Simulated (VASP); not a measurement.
Set up this calculation in VASP 6.6.1, as the native input.

```
Task                   : single point
Functional             : PBE
Dispersion             : D3(BJ)
Potentials or basis    : VASP PAW PBE potentials, release 64 (Ga_d, O)
Cutoff                 : 520 eV
k mesh                 : 6 × 6 × 6
Occupations            : gaussian, width 0.02 eV
Spin                   : no spin polarisation
Dipole correction      : no
Further INCAR settings : ALGO = Normal; EDIFF = 1e-07; NBANDS = 55
```

The structure of Ga2O3 lies in POSCAR:

```
Ga2O3
1.0
    2.5160602078      1.4526482061      4.5102932329
   -2.5160602078      1.4526482061      4.5102932329
    0.0000000000     -2.9052959087      4.5102933951
Ga O
4 6
Direct
    0.3558908132      0.3558908132      0.3558908132
    0.1441091868      0.1441091868      0.1441091868
    0.6441091868      0.6441091868      0.6441091868
    0.8558908132      0.8558908132      0.8558908132
    0.5531793079      0.9468206921      0.2500000000
    0.2500000000      0.5531793079      0.9468206921
    0.9468206921      0.2500000000      0.5531793079
    0.4468206921      0.0531793079      0.7500000000
    0.7500000000      0.4468206921      0.0531793079
    0.0531793079      0.7500000000      0.4468206921
```

These files were run (other wordings do the same):

INCAR

```
ALGO = Normal
EDIFF = 1E-7
ENCUT = 520
GGA = PE
ISIF = 2
ISMEAR = 0
IVDW = 12
LASPH = True
LCHARG = False
LREAL = False
LWAVE = False
NBANDS = 55
NELM = 100
PREC = Accurate
SIGMA = 0.02
```

KPOINTS

```
k-points
0
Gamma
  6 6 6
```

Potentials or basis: VASP PAW PBE potentials, release 64 (Ga_d, O).

Launch:

```sh
$ cat potpaw_PBE.64/Ga_d/POTCAR potpaw_PBE.64/O/POTCAR > POTCAR
$ mpirun -np 1 vasp_std > vasp.out
```

Results of the run:

| Quantity | Value |
| --- | --- |
| Pressure | 0.9 GPa |
| Largest force | 0.016 eV/Å |
| Band gap on the k mesh | 2.57 eV (least direct gap 2.81 eV) |
| Dispersion energy per atom | -0.211 eV |

It took 7.6 min on 1 thread of Intel Xeon 8259CL (shared host), peak memory 0.32 GiB.
